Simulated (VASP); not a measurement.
# Ta (I4/mmm) in VASP: notebook, part 2 of 2

VASP 6.6.1.

## (3) Single point, PBE (strain +0.015 along x and y, +0.000 along z)

Input file INCAR:

```
SYSTEM = Ta
PREC = Accurate
ENCUT = 520
EDIFF = 1E-6
ISMEAR = 0
SIGMA = 0.15
LREAL = .FALSE.
LASPH = .TRUE.
NELM = 100
ALGO = Normal
ISIF = 2
LWAVE = .FALSE.
LCHARG = .TRUE.
GGA = PE
LELF = .TRUE.
LVHAR = .TRUE.
NBANDS = 12
```

Input file KPOINTS:

```
Automatic mesh
0
G
  20 20 20
  0 0 0
```

Input file POSCAR:

```
Ta
1.0
   -1.6760492000      1.6760492000      1.6512800000
    1.6760492000     -1.6760492000      1.6512800000
    1.6760492000      1.6760492000     -1.6512800000
Ta
1
Direct
    0.0000000000      0.0000000000      0.0000000000
```

Potentials or basis: VASP PAW PBE potentials, release 64 (Ta_pv).

On the command line:

```sh
> cat potpaw_PBE.64/Ta_pv/POTCAR > POTCAR
> mpirun -np 1 vasp_std > vasp.out
```

It took 93 s on 1 thread of Intel Xeon Platinum 8259CL at 2.50GHz (Skylake/Cascade Lake), shared host; peak memory 0.26 GiB.

Results (log left out):

```yaml
Free_energy: -11.8175 eV
Pressure: -2.6 GPa
```

Stress tensor (GPa, compression positive):
```
-3.18  0.00  0.00
 0.00 -3.18  0.00
 0.00  0.00 -1.54
```

Levels at points of the mesh, in eV from the Fermi level:
```
           k point  band 2  band 3  band 4  band 5  band 6  band 7  band 8  band 9  band 10  band 11
(0.00, 0.00, 0.00)  -33.19  -33.19   -7.80    0.62    0.80    0.80    3.78    4.03    14.60    14.79
(0.50, 0.00, 0.00)  -33.54  -33.20   -4.24   -1.52    1.50    3.83    4.82    7.52    11.29    11.78
(0.50, 0.50, 0.00)  -33.52  -33.19   -4.25   -1.33    1.39    3.60    4.68    7.48    11.20    11.87
(0.50, 0.50, 0.50)  -33.94  -33.91   -3.65   -3.60    6.58    6.58    6.64    8.27     8.27     8.65
```

Caveat: the cell differs from its parent crystal (strain +0.015 along x and y, +0.000 along z); spin-orbit coupling is left out, which moves the levels of the heavy elements.

## (4) Single point, PBE (strain +0.030 along x and y, -0.015 along z)

Input file INCAR:

```
SYSTEM = Ta
  ALGO = Normal
  EDIFF = 1E-6
  ENCUT = 520
  GGA = PE
  ISIF = 2
  ISMEAR = 0
  LASPH = .TRUE.
  LCHARG = .FALSE.
  LREAL = .FALSE.
  LWAVE = .FALSE.
  NBANDS = 12
  NELM = 60
  PREC = Accurate
  SIGMA = 0.15
```

Input file KPOINTS:

```
k-points
0
G
  20 20 20
  0 0 0
```

Input file POSCAR:

```
Ta
1.0
   -1.7008184000      1.7008184000      1.6265108000
    1.7008184000     -1.7008184000      1.6265108000
    1.7008184000      1.7008184000     -1.6265108000
Ta
1
Direct
    0.0000000000      0.0000000000      0.0000000000
```

Potentials or basis: VASP PAW PBE potentials, release 64 (Ta_pv).

On the command line:

```sh
> cat potpaw_PBE.64/Ta_pv/POTCAR > POTCAR
> mpirun -np 1 vasp_std > vasp.out
```

OUTCAR:

```text
SYSTEM = Ta
   EDIFF = 1E-6
   ENCUT = 520
   GGA = PE
   ISIF = 2
   ISMEAR = 0
   LASPH = .TRUE.
   LREAL = .FALSE.
   NELM = 60
   PREC = Accurate

 ion  position               nearest neighbor table
   1  0.000  0.000  0.000-

  LATTYP: Found a body centered tetragonal cell.
 ALAT       =     3.4016368000
 C/A-ratio  =     0.9563106796

  Lattice vectors:

 A1 = (  -1.7008184000,   1.7008184000,   1.6265108000)
[... 531 lines left out ...]
      2     -28.3686      2.00000
      3     -28.1336      2.00000
      4       0.5702      2.00000
      5       4.0637      2.00000
      6       5.0233      1.74677
      7       8.8403      0.00000
      8       9.3797      0.00000
      9       9.9293      0.00000
     10      18.3846      0.00000
     11      19.6498      0.00000
     12      19.9599      0.00000

 [... further k-points ...]
[... 5 lines left out ...]
  --------------------------------------------------------------------------------------
  -------------------------------------------------------------------------------------
  Total       -0.7531695     -0.7531695     -0.2635009      0.0000000     -0.0000000      0.0000000
  in kB      -64.1165986    -64.1165986    -22.4315771      0.0000000     -0.0000000      0.0000000
  external PRESSURE =     -50.2215914 kB  Pullay stress =       0.0000000 kB

 VOLUME and BASIS-vectors are now :
 -----------------------------------------------------------------------------
  energy-cutoff  :      520.00
  volume of cell :       18.82
      direct lattice vectors                 reciprocal lattice vectors
    -1.700818400  1.700818400  1.626510800     0.000000000  0.293976123  0.307406505
     1.700818400 -1.700818400  1.626510800     0.293976123  0.000000000  0.307406505
     1.700818400  1.700818400 -1.626510800     0.293976123  0.293976123  0.000000000

 POSITION                                       TOTAL-FORCE (eV/Angst)
 -----------------------------------------------------------------------------------
      0.00000      0.00000      0.00000         0.000000      0.000000     -0.000000
 -----------------------------------------------------------------------------------
    total drift:                               -0.000000      0.000000      0.000000

  FREE ENERGIE OF THE ION-ELECTRON SYSTEM (eV)
  ---------------------------------------------------
  free  energy   TOTEN  =       -11.8042735275 eV

  energy  without entropy=      -11.7885918297  energy(sigma->0) =      -11.79643268
```

OSZICAR:

```text
N       E                     dE             d eps       ncg     rms          rms(c)
DAV:   1     0.610730109397E+02    0.61073E+02   -0.60803E+03 15408   0.870E+02
DAV:   2    -0.112432348119E+02   -0.72316E+02   -0.70577E+02 17280   0.244E+02
DAV:   3    -0.122976319421E+02   -0.10544E+01   -0.10439E+01 18468   0.277E+01
DAV:   4    -0.123006460307E+02   -0.30141E-02   -0.30138E-02 17088   0.165E+00
DAV:   5    -0.123006570316E+02   -0.11001E-04   -0.11001E-04 18696   0.942E-02    0.125E+01
DAV:   6    -0.119161695594E+02    0.38449E+00   -0.31429E-01 18224   0.603E+00    0.593E+00
DAV:   7    -0.118050534057E+02    0.11112E+00   -0.27409E-01 17792   0.519E+00    0.377E-01
DAV:   8    -0.118043082057E+02    0.74520E-03   -0.86600E-03 17160   0.746E-01    0.150E-01
DAV:   9    -0.118042807840E+02    0.27422E-04   -0.16433E-04 18128   0.133E-01    0.265E-02
DAV:  10    -0.118042733048E+02    0.74792E-05   -0.42492E-06 17116   0.219E-02    0.276E-03
DAV:  11    -0.118042735275E+02   -0.22271E-06   -0.22338E-07 10072   0.530E-03
   1 F= -.11804274E+02 E0= -.11796433E+02  d E =-.156817E-01
```

stdout:

```text
POSCAR found type information on POSCAR Ta
 POSCAR found :  1 types and       1 ions
 scaLAPACK will be used
 LDA part: xc-table for (Slater+PW92), standard interpolation
 POSCAR, INCAR and KPOINTS ok, starting setup
 FFT: planning ... GRIDC
 FFT: planning ... GRID_SOFT
 FFT: planning ... GRID
 WAVECAR not read
 entering main loop
```

Wall time 83 s (1 thread of Intel Xeon Platinum 8259CL at 2.50GHz (Skylake/Cascade Lake), shared host); peak memory 0.26 GiB.

What came out:

```
Free energy : -11.8043 eV
Pressure    : -5.0 GPa
```

Levels at points of the mesh, in eV from the Fermi level:
```
           k point  band 4  band 5  band 6  band 7  band 8  band 9
(0.00, 0.00, 0.00)   -7.75    0.37    0.93    0.93    3.44    4.20
(0.50, 0.00, 0.00)   -4.18   -1.60    1.50    3.80    4.95    7.38
(0.50, 0.50, 0.00)   -4.22   -1.04    1.19    3.22    4.43    7.28
(0.50, 0.50, 0.50)   -3.62   -3.50    6.42    6.42    6.59    7.88
```

Caveat: the cell differs from its parent crystal (strain +0.030 along x and y, -0.015 along z); spin-orbit coupling is left out, which moves the levels of the heavy elements.

## (5) The runs side by side

```csv
cell,gap on the mesh (eV),pressure (GPa)
"a = 2.889 Å, angles 110.3, 110.3, 107.9°, 1 atom",none,-2.5
"a = 2.889 Å, angles 109.1, 109.1, 110.3°, 1 atom",none,-2.6
"a = 2.904 Å, angles 108.3, 108.3, 111.9°, 1 atom",none,-5.0
```

Alike in all rows: task single point; level PBE; potentials or basis VASP PAW PBE potentials, release 64 (Ta_pv); no spin polarisation; k mesh 20 × 20 × 20; cutoff (eV) 520; smearing gaussian 0.15 eV.

Caveats: spin-orbit coupling is left out, which moves the levels of the heavy elements.

Absolute energies hang on the potentials; compare differences alone.
